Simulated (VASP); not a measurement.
# NbTe (P-6m2) in VASP: settings compared

Aim: see how the results for NbTe move with the level of theory and the settings. Levels: PBEsol, PBE0. Tasks: single point.

Everything below comes from runs of VASP 6.6.1. Logs are shortened: lines on timing, memory, paths and dates and some standing lists are left out, and cuts for length are marked.

## 1. The cell of the first run

It takes space group P-6m2 (No. 187, hexagonal). The conventional cell has a = 3.703 Å, b = 3.703 Å, c = 3.694 Å, α = 90.00°, β = 90.00°, γ = 120.00°. Within 3.8 Å of Te (site symmetry -6m2) lie 6 Nb at 2.83 Å and 8 Te at 3.69 to 3.70 Å. Within 3.8 Å of Nb (site symmetry -6m2) lie 6 Te at 2.83 Å and 8 Nb at 3.69 to 3.70 Å.

## 2. Single point, PBEsol, non-collinear spin, zero start, spin-orbit coupling

Contents of INCAR:

```
SYSTEM = NbTe
  ALGO = Normal
  EDIFF = 1E-6
  ENCUT = 520
  GGA = PS
  GGA_COMPAT = .FALSE.
  ISIF = 2
  ISMEAR = -1
  LASPH = .TRUE.
  LCHARG = .FALSE.
  LMAXMIX = 4
  LORBIT = 11
  LORBMOM = .TRUE.
  LREAL = .FALSE.
  LSORBIT = .TRUE.
  LWAVE = .FALSE.
  MAGMOM = 0 0 0 0 0 0
  NBANDS = 31
  NELM = 150
  PREC = Accurate
  SIGMA = 0.05
```

Contents of KPOINTS:

```
k-points
0
G
  8 8 7
  0 0 0
```

Contents of POSCAR:

```
NbTe
1.0
    3.7029743866      0.0000000000      0.0000000000
   -1.8514871933      3.2068698884      0.0000000000
    0.0000000000      0.0000000000      3.6942110000
Te Nb
1 1
Direct
    0.6666666667      0.3333333333      0.0000000000
    0.0000000000      0.0000000000      0.5000000000
```

Potentials or basis: VASP PAW PBE potentials, release 64 (Te, Nb_sv).

The run is started by

```
cat potpaw_PBE.64/Te/POTCAR potpaw_PBE.64/Nb_sv/POTCAR > POTCAR
mpirun -np 1 vasp_ncl > vasp.out
```

OUTCAR:

```text
SYSTEM = NbTe
   EDIFF = 1E-6
   ENCUT = 520
   GGA = PS
   ISIF = 2
   ISMEAR = -1
   LASPH = .TRUE.
   LORBIT = 11
   LREAL = .FALSE.
   LSORBIT = .TRUE.
   NELM = 150
   PREC = Accurate

 ion  position               nearest neighbor table
   1  0.667  0.333  0.000-   2 2.83   2 2.83   2 2.83   2 2.83   2 2.83   2 2.83
   2  0.000  0.000  0.500-   1 2.83   1 2.83   1 2.83   1 2.83   1 2.83   1 2.83

  LATTYP: Found a hexagonal cell.
 ALAT       =     3.7029743866
 C/A-ratio  =     0.9976334196

  Lattice vectors:

 A1 = (   3.7029743866,   0.0000000000,   0.0000000000)
 A2 = (  -1.8514871933,   3.2068698884,   0.0000000000)
 A3 = (   0.0000000000,   0.0000000000,   3.6942110000)

Analysis of symmetry for initial positions (statically):
=====================================================================
 Subroutine PRICEL returns:
 Original cell was already a primitive cell.

 Routine SETGRP: Setting up the symmetry group for a
 hexagonal supercell.

 Subroutine GETGRP returns: Found 12 space group operations
 (whereof 12 operations were pure point group operations)
 out of a pool of 24 trial point group operations.

The static configuration has the point symmetry D_3h.

Analysis of symmetry for dynamics (positions and initial velocities):
=====================================================================
 Subroutine PRICEL returns:
 Original cell was already a primitive cell.

 Routine SETGRP: Setting up the symmetry group for a
 hexagonal supercell.

 Subroutine GETGRP returns: Found 12 space group operations
 (whereof 12 operations were pure point group operations)
 out of a pool of 24 trial point group operations.

The dynamic configuration has the point symmetry D_3h.

Analysis of structural, dynamic, and magnetic symmetry:
=====================================================================
 Subroutine PRICEL returns:
 Original cell was already a primitive cell.

 Routine SETGRP: Setting up the symmetry group for a
 hexagonal supercell.

 Subroutine GETGRP returns: Found 12 space group operations
 (whereof 12 operations were pure point group operations)
 out of a pool of 24 trial point group operations.

The overall configuration has the point symmetry D_3h.

 Subroutine INISYM returns: Found 12 space group operations
 (whereof 12 operations are pure point group operations),
 and found     1 'primitive' translations

----------------------------------------------------------------------------------------

                                     Primitive cell

  volume of cell :      43.8686

  direct lattice vectors                    reciprocal lattice vectors
     3.702974387  0.000000000  0.000000000     0.270053178  0.155915275  0.000000000
    -1.851487193  3.206869888  0.000000000     0.000000000  0.311830550  0.000000000
     0.000000000  0.000000000  3.694211000     0.000000000  0.000000000  0.270693796

  length of vectors
     3.702974387  3.702974387  3.694211000     0.311830550  0.311830550  0.270693796

  position of ions in fractional coordinates (direct lattice)
     0.666666667  0.333333333  0.000000000
     0.000000000  0.000000000  0.500000000

  ion indices of the primitive-cell ions
   primitive index   ion index
                 1           1
                 2           2

----------------------------------------------------------------------------------------

 KPOINTS: k-points

Automatic generation of k-mesh.
 Grid dimensions read from file:
 generate k-points for:    8    8    7

 Generating k-lattice:

  Cartesian coordinates                     Fractional coordinates (reciprocal lattice)
     0.033756647  0.019489409  0.000000000     0.125000000  0.000000000  0.000000000
     0.000000000  0.038978819  0.000000000     0.000000000  0.125000000  0.000000000
[... 98 lines left out ...]
 number of electron      18.9999998 magnetization      -0.0000000      0.0000000     -0.0000000

 number of electron      18.9999998 magnetization      -0.0000000     -0.0000000     -0.0000000

 Free energy of the ion-electron system (eV)
  ---------------------------------------------------
  ext. energy  EPLUGINS =         0.00000000
  ---------------------------------------------------
  free energy    TOTEN  =       -15.04995117 eV

  energy without entropy =      -15.03848476  energy(sigma->0) =      -15.04421797

 E-fermi :  10.8939     XC(G=0): -11.3916

 val. band max:       10.8563538695   @ k =   0.2500  -0.0000   0.0000
 cond. band min:      10.8978726064   @ k =   0.1250  -0.0000   0.2857
 fundamental gap:      0.0415187368
 Fermi energy:        10.8939112556

 k-point     1 :       0.0000    0.0000    0.0000
  band No.  band energies     occupation
      1     -44.6026      1.00000
      2     -44.6026      1.00000
      3     -22.0750      1.00000
      4     -22.0750      1.00000
      5     -20.0835      1.00000
      6     -20.0835      1.00000
[... 805 lines left out ...]
     30      16.8096      0.00000
     31      18.7791      0.00000

 [... further k-points ...]

------------------------ aborting loop because EDIFF is reached ----------------------------------------

  FORCE on cell =-STRESS in cart. coord.  units (eV):
  Direction    XX          YY          ZZ          XY          YZ          ZX
  --------------------------------------------------------------------------------------
  -------------------------------------------------------------------------------------
  Total       -1.4441615     -1.4441615     -1.4463368      0.0000000     -0.0000000      0.0000000
  in kB      -52.7439428    -52.7439428    -52.8233901      0.0000000     -0.0000000      0.0000000
  external PRESSURE =     -52.7704252 kB  Pullay stress =       0.0000000 kB

 VOLUME and BASIS-vectors are now :
 -----------------------------------------------------------------------------
  energy-cutoff  :      520.00
  volume of cell :       43.87
      direct lattice vectors                 reciprocal lattice vectors
     3.702974387  0.000000000  0.000000000     0.270053178  0.155915275  0.000000000
    -1.851487193  3.206869888  0.000000000     0.000000000  0.311830550  0.000000000
     0.000000000  0.000000000  3.694211000     0.000000000  0.000000000  0.270693796

 POSITION                                       TOTAL-FORCE (eV/Angst)
 -----------------------------------------------------------------------------------
      1.85149      1.06896      0.00000         0.000000      0.000000      0.000000
      0.00000      0.00000      1.84711        -0.000000     -0.000000      0.000000
 -----------------------------------------------------------------------------------
    total drift:                               -0.000000      0.000000      0.000000

  FREE ENERGIE OF THE ION-ELECTRON SYSTEM (eV)
  ---------------------------------------------------
  free  energy   TOTEN  =       -15.0499511708 eV

  energy  without entropy=      -15.0384847632  energy(sigma->0) =      -15.04421797

 orbital moment (x)

 # of ion     p       d       tot
 ----------------------------------------
  1        -0.000  -0.000  -0.000
  2         0.000   0.000   0.000
 ----------------------------------------
           -0.000   0.000   0.000

 orbital moment (y)

 # of ion     p       d       tot
 ----------------------------------------
  1        -0.000   0.000  -0.000
  2         0.000  -0.000  -0.000
 ----------------------------------------
           -0.000  -0.000  -0.000

 orbital moment (z)

 # of ion     p       d       tot
 ----------------------------------------
  1         0.000  -0.000  -0.000
  2         0.000   0.000   0.000
 ----------------------------------------
            0.000   0.000   0.000

 Spin-Orbit-Coupling matrix elements

 Ion:    1  E_soc:     -0.1820669
 l=   1
     0.0000000    -0.0296724    -0.0309524
    -0.0296724     0.0000000    -0.0296724
    -0.0309524    -0.0296724     0.0000000
 l=   2
     0.0000000    -0.0000544     0.0000000    -0.0000544    -0.0001783
    -0.0000544     0.0000000    -0.0001587    -0.0000228    -0.0000544
     0.0000000    -0.0001587     0.0000000    -0.0001587     0.0000000
    -0.0000544    -0.0000228    -0.0001587     0.0000000    -0.0000544
    -0.0001783    -0.0000544     0.0000000    -0.0000544     0.0000000
 l=   3
     0.0000000     0.0000000     0.0000000     0.0000000     0.0000000     0.0000000     0.0000000
     0.0000000     0.0000000     0.0000000     0.0000000     0.0000000     0.0000000     0.0000000
     0.0000000     0.0000000     0.0000000     0.0000000     0.0000000     0.0000000     0.0000000
     0.0000000     0.0000000     0.0000000     0.0000000     0.0000000     0.0000000     0.0000000
     0.0000000     0.0000000     0.0000000     0.0000000     0.0000000     0.0000000     0.0000000
     0.0000000     0.0000000     0.0000000     0.0000000     0.0000000     0.0000000     0.0000000
     0.0000000     0.0000000     0.0000000     0.0000000     0.0000000     0.0000000     0.0000000

 Ion:    2  E_soc:     -0.1783983
 l=   1
     0.0000000    -0.0269274    -0.0270270
    -0.0269274     0.0000000    -0.0269274
    -0.0270270    -0.0269274     0.0000000
 l=   2
     0.0000000    -0.0005555     0.0000000    -0.0005555    -0.0026613
    -0.0005555     0.0000000    -0.0013758    -0.0006821    -0.0005555
     0.0000000    -0.0013758     0.0000000    -0.0013758     0.0000000
    -0.0005555    -0.0006821    -0.0013758     0.0000000    -0.0005555
    -0.0026613    -0.0005555     0.0000000    -0.0005555     0.0000000
 l=   3
     0.0000000     0.0000000     0.0000000     0.0000000     0.0000000     0.0000000     0.0000000
     0.0000000     0.0000000     0.0000000     0.0000000     0.0000000     0.0000000     0.0000000
     0.0000000     0.0000000     0.0000000     0.0000000     0.0000000     0.0000000     0.0000000
     0.0000000     0.0000000     0.0000000     0.0000000     0.0000000     0.0000000     0.0000000
     0.0000000     0.0000000     0.0000000     0.0000000     0.0000000     0.0000000     0.0000000
     0.0000000     0.0000000     0.0000000     0.0000000     0.0000000     0.0000000     0.0000000
     0.0000000     0.0000000     0.0000000     0.0000000     0.0000000     0.0000000     0.0000000

 total charge

# of ion       s       p       d       tot
------------------------------------------
    1        1.327   2.043   0.117   3.487
    2        2.118   5.969   2.568  10.655
--------------------------------------------------
tot          3.445   8.011   2.685  14.142

 magnetization (x)

# of ion       s       p       d       tot
------------------------------------------
    1        0.000   0.000   0.000   0.000
    2       -0.000   0.000  -0.000  -0.000
--------------------------------------------------
tot         -0.000   0.000  -0.000  -0.000

 magnetization (y)

# of ion       s       p       d       tot
------------------------------------------
    1        0.000   0.000   0.000   0.000
    2       -0.000   0.000   0.000   0.000
--------------------------------------------------
tot         -0.000   0.000   0.000   0.000

 magnetization (z)

# of ion       s       p       d       tot
------------------------------------------
    1        0.000  -0.000  -0.000  -0.000
    2        0.000   0.000  -0.000  -0.000
--------------------------------------------------
tot          0.000  -0.000  -0.000  -0.000
```

Wall time 91 s (1 thread of AMD EPYC 9R45 (Zen 5), shared host); peak memory 0.29 GiB.

Results:

```yaml
Free_energy: -15.0500 eV
Pressure: -5.3 GPa
Net_moment: 0.00 μB per cell
Valence_electrons_inside_the_program's_atomic_spheres: Te 3.49; Nb 10.65
```

Moments on the atoms (μB; x, y, z):
```
Te  0.00 0.00 0.00
Nb  0.00 0.00 0.00
```

Caveat: the cell stands under tension; the PAW data sets were made with another functional, which shifts forces and pressure a little.

## 3. Single point, PBE0

POSCAR is that of step 2.

Contents of INCAR.step1:

```
SYSTEM = NbTe
PREC = Accurate ; ENCUT = 520
EDIFF = 1E-5 ; ISMEAR = -1
SIGMA = 0.05 ; LREAL = .FALSE.
LASPH = .TRUE. ; NELM = 100
ALGO = Normal ; ISIF = 2
LWAVE = .TRUE. ; LCHARG = .FALSE.
GGA = PE ; NBANDS = 16
```

Contents of INCAR.step2:

```
SYSTEM = NbTe
PREC = Accurate ; ENCUT = 520
EDIFF = 1E-7 ; ISMEAR = -1
SIGMA = 0.05 ; LREAL = .FALSE.
LASPH = .TRUE. ; NELM = 100
ALGO = Normal ; ISIF = 2
LWAVE = .FALSE. ; LCHARG = .FALSE.
GGA = PE ; LHFCALC = .TRUE.
AEXX = 0.25 ; PRECFOCK = Normal
ISTART = 1 ; NBANDS = 16
```

Contents of KPOINTS:

```
regular mesh
0
G
  6 6 4
  0 0 0
```

Potentials or basis: VASP PAW PBE potentials, release 64 (Te, Nb_sv).

The run is started by

```
cat potpaw_PBE.64/Te/POTCAR potpaw_PBE.64/Nb_sv/POTCAR > POTCAR
cp INCAR.step1 INCAR
mpirun -np 1 vasp_std > vasp.out
cp INCAR.step2 INCAR
mpirun -np 1 vasp_std > vasp.out
```

OUTCAR:

```text
SYSTEM = NbTe
   PREC = Accurate
   ENCUT = 520
   EDIFF = 1E-7
   ISMEAR = -1
   LREAL = .FALSE.
   LASPH = .TRUE.
   NELM = 100
   ISIF = 2
   GGA = PE
   LHFCALC = .TRUE.
   AEXX = 0.25
   PRECFOCK = Normal
   ISTART = 1

 ion  position               nearest neighbor table
   1  0.667  0.333  0.000-   2 2.83   2 2.83   2 2.83   2 2.83   2 2.83   2 2.83
   2  0.000  0.000  0.500-   1 2.83   1 2.83   1 2.83   1 2.83   1 2.83   1 2.83

  LATTYP: Found a hexagonal cell.
 ALAT       =     3.7029743866
 C/A-ratio  =     0.9976334196

  Lattice vectors:

 A1 = (   3.7029743866,   0.0000000000,   0.0000000000)
 A2 = (  -1.8514871933,   3.2068698884,   0.0000000000)
 A3 = (   0.0000000000,   0.0000000000,   3.6942110000)

Analysis of symmetry for initial positions (statically):
=====================================================================
 Subroutine PRICEL returns:
 Original cell was already a primitive cell.

 Routine SETGRP: Setting up the symmetry group for a
 hexagonal supercell.

 Subroutine GETGRP returns: Found 12 space group operations
 (whereof 12 operations were pure point group operations)
 out of a pool of 24 trial point group operations.

The static configuration has the point symmetry D_3h.
[... 164 lines left out ...]

 E-fermi :  11.1490     XC(G=0):  -8.8950

 val. band max:       10.8670150641   @ k =   0.0000   0.0000   0.0000
 cond. band min:      11.5192594991   @ k =   0.3333   0.0000   0.2500
 fundamental gap:      0.6522444351
 Fermi energy:        11.1490196936

 k-point     1 :       0.0000    0.0000    0.0000
  band No.  band energies     occupation
      1     -49.0361      2.00000
      2     -23.7791      2.00000
      3     -23.6321      2.00000
      4     -23.6321      2.00000
      5      -5.2510      2.00000
      6       6.8924      2.00000
[... 376 lines left out ...]
      3     -23.7455      2.00000
      4     -23.7352      2.00000
      5      -2.8214      2.00000
      6       3.4468      2.00000
[... 8 lines left out ...]
     15      15.7023      0.00000
     16      20.7582      0.00000

------------------------ aborting loop because EDIFF is reached ----------------------------------------

  FORCE on cell =-STRESS in cart. coord.  units (eV):
  Direction    XX          YY          ZZ          XY          YZ          ZX
  --------------------------------------------------------------------------------------
  -------------------------------------------------------------------------------------
  Total       -1.8625875     -1.8625875     -1.1381391      0.0000000     -0.0000000      0.0000000
  in kB      -68.0257802    -68.0257802    -41.5673336      0.0000000     -0.0000000      0.0000000
  external PRESSURE =     -59.2062980 kB  Pullay stress =       0.0000000 kB

 VOLUME and BASIS-vectors are now :
 -----------------------------------------------------------------------------
  energy-cutoff  :      520.00
  volume of cell :       43.87
      direct lattice vectors                 reciprocal lattice vectors
     3.702974387  0.000000000  0.000000000     0.270053178  0.155915275  0.000000000
    -1.851487193  3.206869888  0.000000000     0.000000000  0.311830550  0.000000000
     0.000000000  0.000000000  3.694211000     0.000000000  0.000000000  0.270693796

 POSITION                                       TOTAL-FORCE (eV/Angst)
 -----------------------------------------------------------------------------------
      1.85149      1.06896      0.00000        -0.000000     -0.000000      0.000000
      0.00000      0.00000      1.84711         0.000000      0.000000      0.000000
 -----------------------------------------------------------------------------------
    total drift:                                0.000000      0.000000      0.000000

  FREE ENERGIE OF THE ION-ELECTRON SYSTEM (eV)
  ---------------------------------------------------
  free  energy   TOTEN  =       -17.9322921741 eV

  energy  without entropy=      -17.9321958194  energy(sigma->0) =      -17.93224400
```

Run time: 74 min. Hardware: 1 thread of Intel Xeon Platinum 8259CL at 2.50GHz (Skylake/Cascade Lake), shared host; peak memory 0.2 GiB.

Results:

```yaml
Free_energy: -17.9323 eV
Pressure: -5.9 GPa
Band_gap_on_the_k_mesh: zero (an odd number of electrons rules out a gap without spin polarisation)
```

Stress tensor (GPa, compression positive):
```
-6.80  0.00  0.00
 0.00 -6.80  0.00
 0.00  0.00 -4.16
```

Levels at points of the mesh, in eV from the Fermi level:
```tsv
k point	band 8	band 9	band 10	band 11	band 12	band 13
(0.00, 0.00, 0.00)	-3.86	-3.28	-0.28	-0.28	3.03	3.03
(0.50, 0.00, 0.00)	-3.58	-3.53	-0.73	1.87	2.26	3.60
(0.00, 0.00, 0.50)	-3.60	-1.66	-1.66	1.36	2.13	2.13
(0.50, 0.00, 0.50)	-5.46	-2.30	1.77	2.13	2.37	3.53
```

Caveat: the k points lie up to 0.43 Å⁻¹ apart, too coarse for converged energies and pressures of a metal; the PAW data sets were made with another functional, which shifts forces and pressure a little; spin-orbit coupling is left out, which moves the levels of the heavy elements.

[end of part 1 of 2]
